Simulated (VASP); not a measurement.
# Ge (Fd-3m) in VASP: notebook, part 2 of 3

VASP 6.6.1. The steps go on from the part before.

## (3) Single point, PBEsol

This run uses another cell than the first one, of 21.43 Å³/atom, 1.029 times its volume.

Input file INCAR:

```
PREC = Accurate ; ENCUT = 520
EDIFF = 1E-6 ; ISMEAR = -1
SIGMA = 0.1 ; LREAL = F
LASPH = T ; NELM = 80
ALGO = Normal ; ISIF = 2
LWAVE = F ; LCHARG = T
GGA = PS ; LELF = T
LVHAR = T ; NBANDS = 21
```

Input file KPOINTS:

```
regular mesh
0
Gamma
  6 6 6
```

Input file POSCAR:

```
Ge
1.0
    0.0000000000      2.7776967199      2.7776967199
    2.7776967199      0.0000000000      2.7776967199
    2.7776967199      2.7776967199      0.0000000000
Ge
2
Direct
    0.0000000000      0.0000000000      0.0000000000
    0.2500000000      0.2500000000      0.2500000000
```

Potentials or basis: VASP PAW PBE potentials, release 64 (Ge_d).

Command:

```sh
cat potpaw_PBE.64/Ge_d/POTCAR > POTCAR
mpirun -np 1 vasp_std > vasp.out
```

OUTCAR:

```text
PREC = Accurate
   ENCUT = 520
   EDIFF = 1E-6
   ISMEAR = -1
   LREAL = F
   LASPH = T
   NELM = 80
   ISIF = 2
   GGA = PS

 ion  position               nearest neighbor table
   1  0.000  0.000  0.000-   2 2.41   2 2.41   2 2.41   2 2.41
   2  0.250  0.250  0.250-   1 2.41   1 2.41   1 2.41   1 2.41

  LATTYP: Found a face centered cubic cell.
 ALAT       =     5.5553934398

  Lattice vectors:

 A1 = (   0.0000000000,   2.7776967199,   2.7776967199)
 A2 = (   2.7776967199,   0.0000000000,   2.7776967199)
 A3 = (   2.7776967199,   2.7776967199,   0.0000000000)

Analysis of symmetry for initial positions (statically):
=====================================================================
 Subroutine PRICEL returns:
 Original cell was already a primitive cell.

 Routine SETGRP: Setting up the symmetry group for a
 face centered cubic supercell.

 Subroutine GETGRP returns: Found 48 space group operations
 (whereof 24 operations were pure point group operations)
 out of a pool of 48 trial point group operations.

The static configuration has the point symmetry T_d .
 The point group associated with its full space group is O_h .

Analysis of symmetry for dynamics (positions and initial velocities):
=====================================================================
 Subroutine PRICEL returns:
 Original cell was already a primitive cell.

 Routine SETGRP: Setting up the symmetry group for a
 face centered cubic supercell.

 Subroutine GETGRP returns: Found 48 space group operations
 (whereof 24 operations were pure point group operations)
 out of a pool of 48 trial point group operations.

The dynamic configuration has the point symmetry T_d .
 The point group associated with its full space group is O_h .

 Subroutine INISYM returns: Found 48 space group operations
[... 98 lines left out ...]
   PSTRESS=    0.0 pullay stress
   NELECT =      28.0000    total number of electrons
   NUPDOWN=      -1.0000    fix difference up-down
   EMIN   =  10.00;   EMAX   =-10.00  energy-range for DOS
   EFERMI =   0.00;   METHOD = LEGACY
   ISMEAR =    -1;   SIGMA  =   0.10  broadening in eV -4-tet -1-fermi 0-gaus
   EFERMI_NEDOS =   21; number of points for ismear=-14 and -15
   IALGO  =     38    algorithm
   IMIX   =      4    mixing-type and parameters
     AMIX     =   0.40;   BMIX     =  1.00
     AMIX_MAG =   1.60;   BMIX_MAG =  1.00
  volume/ion in A,a.u.               =      21.43       144.63
  Fermi-wavevector in a.u.,A,eV,Ry     =   1.420472  2.684303 27.453030  2.017741
  Thomas-Fermi vector in A             =   2.541384
   LORBIT       =      0    0 simple, 1 ext, 2 COOP (PROOUT), +10 PAW based schemes
   GGA     = PS    functional components
   LHFCALC =     F    Hartree Fock is set to
   AEXX    =    0.0000 exact exchange contribution
   IVDW    =     0    specifies the selected vdW correction
   LEPSILON=     F    determine dielectric tensor
   LRPA    =     F    only Hartree local field effects (RPA)
 non-spin polarized calculation
  energy-cutoff  :      520.00
  volume of cell :       42.86
 maximum number of plane-waves:      1167
 NGX is ok and might be reduce to    30
   NGX = 15   NGY = 15   NGZ = 15

 number of electron      28.0000002 magnetization

 Free energy of the ion-electron system (eV)
  ---------------------------------------------------
  ext. energy  EPLUGINS =         0.00000000
  ---------------------------------------------------
  free energy    TOTEN  =        -9.78968924 eV

  energy without entropy =       -9.78505588  energy(sigma->0) =       -9.78737256

 E-fermi :   5.5225     XC(G=0): -10.3868

 val. band max:        5.4188627657   @ k =   0.0000   0.0000   0.0000
 cond. band min:       5.7130183538   @ k =   0.5000   0.0000   0.0000
 fundamental gap:      0.2941555881
 Fermi energy:         5.5224968401

 k-point     1 :       0.0000    0.0000    0.0000
  band No.  band energies     occupation
      1     -19.4295      2.00000
      2     -19.4295      2.00000
      3     -19.4295      2.00000
      4     -19.3886      2.00000
      5     -19.3886      2.00000
      6     -19.1447      2.00000
[... 373 lines left out ...]
     20      16.8490      0.00000
     21      18.7073      0.00000

------------------------ aborting loop because EDIFF is reached ----------------------------------------

  FORCE on cell =-STRESS in cart. coord.  units (eV):
  Direction    XX          YY          ZZ          XY          YZ          ZX
  --------------------------------------------------------------------------------------
  -------------------------------------------------------------------------------------
  Total        1.3101781      1.3101781      1.3101781      0.0000000      0.0000000      0.0000000
  in kB       48.9729684     48.9729684     48.9729684      0.0000000      0.0000000      0.0000000
  external PRESSURE =      48.9729684 kB  Pullay stress =       0.0000000 kB

 VOLUME and BASIS-vectors are now :
 -----------------------------------------------------------------------------
  energy-cutoff  :      520.00
  volume of cell :       42.86
      direct lattice vectors                 reciprocal lattice vectors
     0.000000000  2.777696720  2.777696720    -0.180005253  0.180005253  0.180005253
     2.777696720  0.000000000  2.777696720     0.180005253 -0.180005253  0.180005253
     2.777696720  2.777696720  0.000000000     0.180005253  0.180005253 -0.180005253

 POSITION                                       TOTAL-FORCE (eV/Angst)
 -----------------------------------------------------------------------------------
      0.00000      0.00000      0.00000         0.000000      0.000000     -0.000000
      1.38885      1.38885      1.38885        -0.000000     -0.000000      0.000000
 -----------------------------------------------------------------------------------
    total drift:                                0.000000      0.000000      0.000000

  FREE ENERGIE OF THE ION-ELECTRON SYSTEM (eV)
  ---------------------------------------------------
  free  energy   TOTEN  =        -9.7896892368 eV

  energy  without entropy=       -9.7850558792  energy(sigma->0) =       -9.78737256
```

Wall time 13 s (1 thread of Intel Xeon 6975P-C, shared host); peak memory 0.16 GiB.

What came out:

```
Free energy            : -9.7897 eV
Pressure               : 4.9 GPa
Band gap on the k mesh : 0.29 eV, indirect (least direct gap 0.50 eV)
```

Caveat: the PAW data sets were made with another functional, which shifts forces and pressure a little.

## (4) Single point, PBEsol

This run uses another cell than the first one, of 22.04 Å³/atom, 1.058 times its volume.

Input file INCAR:

```
SYSTEM = Ge
ALGO = Normal
EDIFF = 1E-6
ENCUT = 520
GGA = PS
ISIF = 2
ISMEAR = -1
LASPH = .TRUE.
LCHARG = .TRUE.
LELF = .TRUE.
LREAL = .FALSE.
LVHAR = .TRUE.
LWAVE = .FALSE.
NBANDS = 21
NELM = 80
PREC = Accurate
SIGMA = 0.1
```

Input file KPOINTS:

```
k-points
0
G
  6 6 6
  0 0 0
```

Input file POSCAR:

```
Ge
1.0
    0.0000000000      2.8035372431      2.8035372431
    2.8035372431      0.0000000000      2.8035372431
    2.8035372431      2.8035372431      0.0000000000
Ge
2
Direct
    0.0000000000      0.0000000000      0.0000000000
    0.2500000000      0.2500000000      0.2500000000
```

Command:

```sh
cat potpaw_PBE.64/Ge_d/POTCAR > POTCAR
mpirun -np 1 vasp_std > vasp.out
```

It took 11 s on 1 thread of Intel Xeon 6975P-C, shared host; peak memory 0.16 GiB.

The run converged. Its results:

```
Free energy            : -9.8181 eV
Pressure               : 2.6 GPa
Band gap on the k mesh : 0.20 eV, indirect (least direct gap 0.24 eV)
```

Levels at points of the mesh, in eV from the valence-band top:
```
           k point  band 12  band 13  band 14  band 15  band 16  band 17
(0.00, 0.00, 0.00)     0.00     0.00     0.00     0.24     2.54     2.54
(0.50, 0.00, 0.00)    -7.76    -1.45    -1.45     0.21     3.72     3.72
(0.50, 0.50, 0.00)    -9.01    -3.19    -3.19     0.63     0.63     9.72
```

Caveat: the PAW data sets were made with another functional, which shifts forces and pressure a little.

## (5) Single point, PBEsol

This run uses another cell than the first one, of 23.24 Å³/atom, 1.116 times its volume.

Input file INCAR:

```
PREC = Accurate
ENCUT = 520
EDIFF = 1E-6
ISMEAR = -1
SIGMA = 0.1
LREAL = F
LASPH = T
NELM = 60
ALGO = Normal
ISIF = 2
LWAVE = F
LCHARG = F
GGA = PS
NBANDS = 21
```

Input file KPOINTS:

```
regular mesh
0
Gamma
  6 6 6
```

Input file POSCAR:

```
Ge
1.0
    0.0000000000      2.8538356015      2.8538356015
    2.8538356015      0.0000000000      2.8538356015
    2.8538356015      2.8538356015      0.0000000000
Ge
2
Direct
    0.0000000000      0.0000000000      0.0000000000
    0.2500000000      0.2500000000      0.2500000000
```

Potentials or basis: VASP PAW PBE potentials, release 64 (Ge_d).

Command:

```sh
cat potpaw_PBE.64/Ge_d/POTCAR > POTCAR
mpirun -np 1 vasp_std > vasp.out
```

OUTCAR:

```text
PREC = Accurate
   ENCUT = 520
   EDIFF = 1E-6
   ISMEAR = -1
   LREAL = F
   LASPH = T
   NELM = 60
   ISIF = 2
   GGA = PS

 ion  position               nearest neighbor table
   1  0.000  0.000  0.000-   2 2.47   2 2.47   2 2.47   2 2.47
   2  0.250  0.250  0.250-   1 2.47   1 2.47   1 2.47   1 2.47

  LATTYP: Found a face centered cubic cell.
 ALAT       =     5.7076712030

  Lattice vectors:

[... 558 lines left out ...]
     20      15.4009      0.00000
     21      17.3219      0.00000

------------------------ aborting loop because EDIFF is reached ----------------------------------------

  FORCE on cell =-STRESS in cart. coord.  units (eV):
  Direction    XX          YY          ZZ          XY          YZ          ZX
  --------------------------------------------------------------------------------------
  -------------------------------------------------------------------------------------
  Total       -0.2928343     -0.2928343     -0.2928343     -0.0000000      0.0000000     -0.0000000
  in kB      -10.0928942    -10.0928942    -10.0928942     -0.0000000      0.0000000     -0.0000000
  external PRESSURE =     -10.0928942 kB  Pullay stress =       0.0000000 kB

 VOLUME and BASIS-vectors are now :
 -----------------------------------------------------------------------------
  energy-cutoff  :      520.00
  volume of cell :       46.49
      direct lattice vectors                 reciprocal lattice vectors
     0.000000000  2.853835602  2.853835602    -0.175202804  0.175202804  0.175202804
     2.853835602  0.000000000  2.853835602     0.175202804 -0.175202804  0.175202804
     2.853835602  2.853835602  0.000000000     0.175202804  0.175202804 -0.175202804

 POSITION                                       TOTAL-FORCE (eV/Angst)
 -----------------------------------------------------------------------------------
      0.00000      0.00000      0.00000        -0.000000     -0.000000     -0.000000
      1.42692      1.42692      1.42692         0.000000      0.000000      0.000000
 -----------------------------------------------------------------------------------
    total drift:                                0.000000      0.000000      0.000000

  FREE ENERGIE OF THE ION-ELECTRON SYSTEM (eV)
  ---------------------------------------------------
  free  energy   TOTEN  =        -9.8291892853 eV

  energy  without entropy=       -9.8225780284  energy(sigma->0) =       -9.82588366
```

stdout:

```text
POSCAR found type information on POSCAR Ge
 POSCAR found :  1 types and       2 ions
 scaLAPACK will be used
 -----------------------------------------------------------------------------
|                                                                             |
|                                                                             |
|     You enforced a specific xc type in the INCAR file but a different       |
|     I HOPE YOU KNOW WHAT YOU ARE DOING!                                     |
|                                                                             |
 -----------------------------------------------------------------------------

 LDA part: xc-table for (Slater+PW92), standard interpolation
 POSCAR, INCAR and KPOINTS ok, starting setup
 FFT: planning ... GRIDC
 FFT: planning ... GRID_SOFT
 FFT: planning ... GRID
 WAVECAR not read
 entering main loop
```

It took 11 s on 1 thread of Intel Xeon 6975P-C, shared host; peak memory 0.16 GiB.

What came out:

* Free energy: -9.8292 eV
* Pressure: -1.0 GPa
* Band gap on the k mesh: zero (filled and empty bands touch)

Levels at points of the mesh, in eV from the Fermi level:
| k point | band 10 | band 11 | band 12 | band 13 | band 14 | band 15 | band 16 | band 17 | band 18 | band 19 |
| --- | --- | --- | --- | --- | --- | --- | --- | --- | --- | --- |
| (0.00, 0.00, 0.00) | -24.42 | -12.54 | -0.18 | 0.06 | 0.06 | 0.06 | 2.58 | 2.58 | 2.58 | 6.22 |
| (0.50, 0.00, 0.00) | -24.39 | -10.50 | -7.44 | -1.31 | -1.31 | 0.11 | 3.76 | 3.76 | 7.01 | 10.33 |
| (0.50, 0.50, 0.00) | -24.38 | -8.74 | -8.74 | -2.93 | -2.93 | 0.76 | 0.76 | 9.34 | 9.34 | 11.31 |

Caveat: the PAW data sets were made with another functional, which shifts forces and pressure a little.

## (6) Single point, PBEsol

This run uses another cell than the first one, of 23.85 Å³/atom, 1.145 times its volume.

Input file INCAR:

```
PREC = Accurate
ENCUT = 520
EDIFF = 1E-6
ISMEAR = -1
SIGMA = 0.1
LREAL = False
LASPH = True
NELM = 100
ALGO = Normal
ISIF = 2
LWAVE = False
LCHARG = False
GGA = PS
NBANDS = 21
```

KPOINTS is that of step 5.

Input file POSCAR:

```
Ge
1.0
    0.0000000000      2.8783332427      2.8783332427
    2.8783332427      0.0000000000      2.8783332427
    2.8783332427      2.8783332427      0.0000000000
Ge
2
Direct
    0.0000000000      0.0000000000      0.0000000000
    0.2500000000      0.2500000000      0.2500000000
```

Potentials or basis: VASP PAW PBE potentials, release 64 (Ge_d).

Command:

```sh
cat potpaw_PBE.64/Ge_d/POTCAR > POTCAR
mpirun -np 1 vasp_std > vasp.out
```

Wall time 11 s (1 thread of Intel Xeon 6975P-C, shared host); peak memory 0.16 GiB.

It converged, with:

```yaml
Free_energy: -9.8163 eV
Pressure: -2.8 GPa
Band_gap_on_the_k_mesh: zero (band 14 reaches 4.38 eV, above the bottom of band 15 at 4.35 eV)
```

Levels at points of the mesh, in eV from the Fermi level:
| k point | band 12 | band 13 | band 14 | band 15 | band 16 | band 17 |
| --- | --- | --- | --- | --- | --- | --- |
| (0.00, 0.00, 0.00) | -0.36 | 0.11 | 0.11 | 0.11 | 2.61 | 2.61 |
| (0.50, 0.00, 0.00) | -7.29 | -1.22 | -1.22 | 0.08 | 3.79 | 3.79 |
| (0.50, 0.50, 0.00) | -8.60 | -2.80 | -2.80 | 0.83 | 0.83 | 9.17 |

Caveat: the PAW data sets were made with another functional, which shifts forces and pressure a little.

[end of part 2 of 3]
